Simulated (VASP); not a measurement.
# Re (I4/mmm) in VASP: notebook

Runs on Re. Level: PBE. Tasks: single point.

Program: VASP 6.6.1. These are calculated values, not measurements. Logs are shortened: lines on timing, memory, paths and dates and some standing lists are left out, and cuts for length are marked.

### Step 1. The cell of the first run

It takes space group I4/mmm (No. 139, tetragonal). Conventional cell: a = 2.793 Å, b = 2.793 Å, c = 4.009 Å, α = 90.00°, β = 90.00°, γ = 90.00°. Within 3.7 Å of Re (site symmetry 4/mmm) lie 12 Re at 2.79 to 2.81 Å.

This isn't the form of Re at room conditions, which is hcp.

### Step 2. Single point, PBE (strain +0.0150 x Voigt [0, 1, 0, 0, 0, 0])

File INCAR:

```
PREC = Accurate ; ENCUT = 520
EDIFF = 1E-6 ; ISMEAR = 0
SIGMA = 0.15 ; LREAL = False
LASPH = True ; NELM = 60
ALGO = Normal ; ISIF = 2
LWAVE = False ; LCHARG = False
GGA = PE ; NBANDS = 10
```

File KPOINTS:

```
Automatic mesh
0
Gamma
  20 20 20
```

File POSCAR:

```
Re
1.0
    0.0000000000      2.0046250000      1.9750000000
    1.9750000000      0.0000000000      1.9750000000
    1.9750000000      2.0046250000      0.0000000000
Re
1
Direct
    0.0000000000      0.0000000000      0.0000000000
```

Potentials or basis: VASP PAW PBE potentials, release 64 (Re).

On the command line:

```sh
cat potpaw_PBE.64/Re/POTCAR > POTCAR
mpirun -np 1 vasp_std > vasp.out
```

OUTCAR:

```text
PREC = Accurate
   ENCUT = 520
   EDIFF = 1E-6
   ISMEAR = 0
   LREAL = False
   LASPH = True
   NELM = 60
   ISIF = 2
   GGA = PE

 ion  position               nearest neighbor table
   1  0.000  0.000  0.000-

  LATTYP: Found a body centered tetragonal cell.
 ALAT       =     2.7930717857
 C/A-ratio  =     1.4354267658

  Lattice vectors:

 A1 = (   0.0000000000,  -2.0046250000,   1.9750000000)
 A2 = (   0.0000000000,  -2.0046250000,  -1.9750000000)
 A3 = (   1.9750000000,   2.0046250000,   0.0000000000)

Analysis of symmetry for initial positions (statically):
=====================================================================
 Subroutine PRICEL returns:
 Original cell was already a primitive cell.

 Routine SETGRP: Setting up the symmetry group for a
 body centered tetragonal supercell.

 Subroutine GETGRP returns: Found 16 space group operations
 (whereof 16 operations were pure point group operations)
 out of a pool of 16 trial point group operations.

The static configuration has the point symmetry D_4h.

Analysis of symmetry for dynamics (positions and initial velocities):
=====================================================================
 Subroutine PRICEL returns:
 Original cell was already a primitive cell.

 Routine SETGRP: Setting up the symmetry group for a
 body centered tetragonal supercell.

 Subroutine GETGRP returns: Found 16 space group operations
 (whereof 16 operations were pure point group operations)
 out of a pool of 16 trial point group operations.

The dynamic configuration has the point symmetry D_4h.

 Subroutine INISYM returns: Found 16 space group operations
 (whereof 16 operations are pure point group operations),
 and found     1 'primitive' translations

----------------------------------------------------------------------------------------

                                     Primitive cell

  volume of cell :      15.6386

  direct lattice vectors                    reciprocal lattice vectors
     0.000000000  2.004625000  1.975000000    -0.253164557  0.249423209  0.253164557
     1.975000000  0.000000000  1.975000000     0.253164557 -0.249423209  0.253164557
     1.975000000  2.004625000  0.000000000     0.253164557  0.249423209 -0.253164557

  length of vectors
     2.814097793  2.793071786  2.814097793     0.436344500  0.436344500  0.436344500

  position of ions in fractional coordinates (direct lattice)
     0.000000000  0.000000000  0.000000000

  ion indices of the primitive-cell ions
   primitive index   ion index
                 1           1

----------------------------------------------------------------------------------------

 KPOINTS: Automatic mesh

Automatic generation of k-mesh.
 Grid dimensions read from file:
 generate k-points for:   20   20   20

 Generating k-lattice:

  Cartesian coordinates                     Fractional coordinates (reciprocal lattice)
    -0.012658228  0.012471160  0.012658228     0.050000000  0.000000000  0.000000000
     0.012658228 -0.012471160  0.012658228     0.000000000  0.050000000  0.000000000
     0.012658228  0.012471160 -0.012658228     0.000000000  0.000000000  0.050000000

  Length of vectors
     0.021817225  0.021817225  0.021817225

  Shift w.r.t. Gamma in fractional coordinates (k-lattice)
     0.000000000  0.000000000  0.000000000

 Subroutine IBZKPT returns following result:
 ===========================================

 Found    641 irreducible k-points:

 Following reciprocal coordinates:
            Coordinates               Weight
  0.000000  0.000000  0.000000      1.000000
  0.050000  0.000000 -0.000000      8.000000
  0.100000  0.000000 -0.000000      8.000000
  0.150000  0.000000  0.000000      8.000000
  0.200000  0.000000 -0.000000      8.000000
  0.250000  0.000000 -0.000000      8.000000
[... 16 lines left out ...]
 -0.400000  0.050000  0.000000     16.000000
 -0.350000  0.050000 -0.000000     16.000000
 [... further k-points ...]
   k-points           NKPTS =    641   k-points in BZ     NKDIM =    641   number of bands    NBANDS=     10
   number of dos      NEDOS =    301   number of ions     NIONS =      1
   total plane-waves  NPLWV =  13824
   dimension x,y,z NGX =    24 NGY =   24 NGZ =   24
   dimension x,y,z NGXF=    48 NGYF=   48 NGZF=   48
   ions per type =               1
   NGX,Y,Z   is equivalent  to a cutoff of  14.18, 14.28, 14.18 a.u.
   NGXF,Y,Z  is equivalent  to a cutoff of  28.36, 28.57, 28.36 a.u.
 SYSTEM =  unknown system
   PREC   = accura    normal or accurate (medium, high low for compatibility)
   ISTART =      0    job   : 0-new  1-cont  2-samecut
   ICHARG =      2    charge: 1-file 2-atom 10-const
   ISPIN  =      1    spin polarized calculation?
   LNONCOLLINEAR =      F non collinear calculations
   LSORBIT =      F    spin-orbit coupling
   LASPH  =      T    aspherical Exc in radial PAW
   ENCUT  =  520.0 eV  38.22 Ry    6.18 a.u.   5.23  5.19  5.23*2*pi/ulx,y,z
   NELM   =     60;   NELMIN=  2; NELMDL= -5     # of ELM steps
   EDIFF  = 0.1E-05   stopping-criterion for ELM
   LREAL  =      F    real-space projection
   EDIFFG = 0.1E-04   stopping-criterion for IOM
   NSW    =      0    number of steps for IOM
   IBRION =     -1    ionic relax: 0-MD 1-quasi-New 2-CG
   NFREE  =      0    steps in history (QN), initial steepest desc. (CG)
   ISIF   =      2    stress and relaxation
   ISYM   =      2    0-nonsym 1-usesym 2-fastsym
   POTIM  = 0.5000    time-step for ionic-motion
   TEBEG  =    0.0;   TEEND  =   0.0 temperature during run
   PSTRESS=    0.0 pullay stress
   NELECT =       7.0000    total number of electrons
   NUPDOWN=      -1.0000    fix difference up-down
   EMIN   =  10.00;   EMAX   =-10.00  energy-range for DOS
   EFERMI =   0.00;   METHOD = LEGACY
   ISMEAR =     0;   SIGMA  =   0.15  broadening in eV -4-tet -1-fermi 0-gaus
   EFERMI_NEDOS =   21; number of points for ismear=-14 and -15
   IALGO  =     38    algorithm
   IMIX   =      4    mixing-type and parameters
     AMIX     =   0.40;   BMIX     =  1.00
     AMIX_MAG =   1.60;   BMIX_MAG =  1.00
  volume/ion in A,a.u.               =      15.64       105.53
  Fermi-wavevector in a.u.,A,eV,Ry     =   1.252300  2.366504 21.337410  1.568255
  Thomas-Fermi vector in A             =   2.386207
   LORBIT       =      0    0 simple, 1 ext, 2 COOP (PROOUT), +10 PAW based schemes
   GGA     = PE    functional components
   LHFCALC =     F    Hartree Fock is set to
   AEXX    =    0.0000 exact exchange contribution
   IVDW    =     0    specifies the selected vdW correction
   LEPSILON=     F    determine dielectric tensor
   LRPA    =     F    only Hartree local field effects (RPA)
 non-spin polarized calculation
 Gauss-broadening in eV      SIGMA  =   0.15
  energy-cutoff  :      520.00
  volume of cell :       15.64
 maximum number of plane-waves:       444
 NGX is ok and might be reduce to    24
   NGX = 11   NGY = 11   NGZ = 11

 number of electron       7.0000000 magnetization

 Free energy of the ion-electron system (eV)
  ---------------------------------------------------
  ext. energy  EPLUGINS =         0.00000000
  ---------------------------------------------------
  free energy    TOTEN  =       -12.33556223 eV

  energy without entropy =      -12.32546452  energy(sigma->0) =      -12.33051338

 E-fermi :   7.4193     XC(G=0): -13.3966

 val. band max:        7.4182415109   @ k =   0.2500   0.4500   0.1500
 cond. band min:       7.4278999053   @ k =   0.3000  -0.3500   0.1000
 fundamental gap:      0.0096583944
 Fermi energy:         7.4192682479

 k-point     1 :       0.0000    0.0000    0.0000
  band No.  band energies     occupation
      1      -2.2928      2.00000
      2       5.5180      2.00000
      3       5.7216      2.00000
      4       5.7216      2.00000
      5       8.4165      0.00000
      6       8.6934      0.00000
      7      21.2645      0.00000
      8      26.2626      0.00000
      9      26.7359      0.00000
     10      26.7359      0.00000

 k-point     2 :       0.0500    0.0000   -0.0000
  band No.  band energies     occupation
      1      -2.1838      2.00000
      2       5.5119      2.00000
      3       5.7049      2.00000
      4       5.7728      2.00000
      5       8.3797      0.00000
      6       8.6500      0.00000
      7      21.4748      0.00000
      8      25.9208      0.00000
      9      26.6614      0.00000
     10      26.9333      0.00000

 k-point     3 :       0.1000    0.0000   -0.0000
  band No.  band energies     occupation
      1      -1.8655      2.00000
      2       5.3676      2.00000
      3       5.7887      2.00000
      4       5.9116      2.00000
      5       8.2951      0.00000
      6       8.5443      0.00000
      7      22.0604      0.00000
      8      24.7826      0.00000
      9      27.1825      0.00000
     10      27.5100      0.00000

 k-point     4 :       0.1500    0.0000    0.0000
  band No.  band energies     occupation
      1      -1.3666      2.00000
      2       5.1261      2.00000
      3       5.9409      2.00000
      4       6.0872      2.00000
      5       8.2415      0.00000
      6       8.4503      0.00000
      7      22.7594      0.00000
      8      23.7088      0.00000
      9      28.0762      0.00000
     10      28.4225      0.00000
[... 222 lines left out ...]
 k-point    22 :      -0.4500    0.0500    0.0000
  band No.  band energies     occupation
      1       1.0613      2.00000
      2       5.3689      2.00000
      3       5.5650      2.00000
      4       7.1979      1.96314
      5      10.7097      0.00000
      6      11.1576      0.00000
      7      16.6414      0.00000
      8      21.0452      0.00000
      9      26.6657      0.00000
     10      27.0889      0.00000

 k-point    23 :      -0.4000    0.0500    0.0000
  band No.  band energies     occupation
      1       1.0387      2.00000
      2       5.4552      2.00000
      3       5.6494      2.00000
      4       6.5927      2.00000
      5      10.2570      0.00000
      6      10.9054      0.00000
      7      17.4937      0.00000
      8      21.4661      0.00000
      9      27.0778      0.00000
     10      28.0195      0.00000

 k-point    24 :      -0.3500    0.0500   -0.0000
  band No.  band energies     occupation
      1       0.9412      2.00000
      2       5.5989      2.00000
      3       5.7754      2.00000
      4       5.8254      2.00000
      5       9.6490      0.00000
      6      10.4416      0.00000
      7      18.6480      0.00000
      8      22.2924      0.00000
      9      27.9277      0.00000
     10      29.4320      0.00000

 [... further k-points ...]

------------------------ aborting loop because EDIFF is reached ----------------------------------------

  FORCE on cell =-STRESS in cart. coord.  units (eV):
  Direction    XX          YY          ZZ          XY          YZ          ZX
  --------------------------------------------------------------------------------------
  -------------------------------------------------------------------------------------
  Total       -1.2862513     -1.6708110     -1.2862513      0.0000000      0.0000000      0.0000000
  in kB     -131.7768295   -171.1750881   -131.7768295      0.0000000      0.0000000      0.0000000
  external PRESSURE =    -144.9095824 kB  Pullay stress =       0.0000000 kB

 VOLUME and BASIS-vectors are now :
 -----------------------------------------------------------------------------
  energy-cutoff  :      520.00
  volume of cell :       15.64
      direct lattice vectors                 reciprocal lattice vectors
     0.000000000  2.004625000  1.975000000    -0.253164557  0.249423209  0.253164557
     1.975000000  0.000000000  1.975000000     0.253164557 -0.249423209  0.253164557
     1.975000000  2.004625000  0.000000000     0.253164557  0.249423209 -0.253164557

 POSITION                                       TOTAL-FORCE (eV/Angst)
 -----------------------------------------------------------------------------------
      0.00000      0.00000      0.00000         0.000000      0.000000     -0.000000
 -----------------------------------------------------------------------------------
    total drift:                                0.000000      0.000000      0.000000

  FREE ENERGIE OF THE ION-ELECTRON SYSTEM (eV)
  ---------------------------------------------------
  free  energy   TOTEN  =       -12.3355622310 eV

  energy  without entropy=      -12.3254645240  energy(sigma->0) =      -12.33051338
```

It took 96 s on 1 thread of Intel Xeon 8259CL, shared host; peak memory 0.24 GiB.

What came out:

| Item | Value |
| --- | --- |
| Free energy | -12.3356 eV |
| Pressure | -14.5 GPa |
| Band gap on the k mesh | zero (an odd number of electrons rules out a gap without spin polarisation) |

Stress tensor (GPa, compression positive):
```
-13.18   0.00   0.00
  0.00 -17.12   0.00
  0.00   0.00 -13.18
```

Caveat: the cell differs from its parent crystal (strain +0.0150 x Voigt [0, 1, 0, 0, 0, 0]); the cell stands under tension; spin-orbit coupling is left out, which moves the levels of the heavy elements.

(Continued in part 2 of 2.)
